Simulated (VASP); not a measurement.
A run of VASP 6.6.1 is set up as follows.

File INCAR:

```
SYSTEM = Cu
ALGO = Normal ; EDIFF = 1E-6
ENCUT = 520 ; GGA = PS
ISIF = 2 ; ISMEAR = -1
LASPH = .True. ; LCHARG = .False.
LREAL = .False. ; LWAVE = .False.
NBANDS = 18 ; NELM = 100
PREC = Accurate ; SIGMA = 0.05
```

Contents of KPOINTS:

```
k-points
0
Gamma
  13 13 7
  0 0 0
```

POSCAR

```
Cu
1.0
    2.4823662193      0.0000000000      0.0000000000
   -1.2411826199      2.1497918375      0.0000000000
    0.0000000000      0.0000000000      4.0286174227
Cu
2
Direct
    0.3333333333      0.6666666667      0.2500000000
    0.6666666667      0.3333333333      0.7500000000
```

Potentials or basis: VASP PAW PBE potentials, release 64 (Cu).

Run with:

```console
$ cat potpaw_PBE.64/Cu/POTCAR > POTCAR
$ mpirun -np 1 vasp_std > vasp.out
```

**Question.** What does it give for the band gap on the k mesh?

**Answer.** Zero (band 11 reaches 11.82 eV, above the bottom of band 12 at 6.61 eV).

**Question.** Estimate the pressure.

**Answer.** 10.5 GPa.

Stress tensor (GPa, compression positive):
```
 9.11  0.00  0.00
 0.00  9.11  0.00
 0.00  0.00 13.26
```

Caveat: the PAW data sets were made with another functional, which shifts forces and pressure a little.
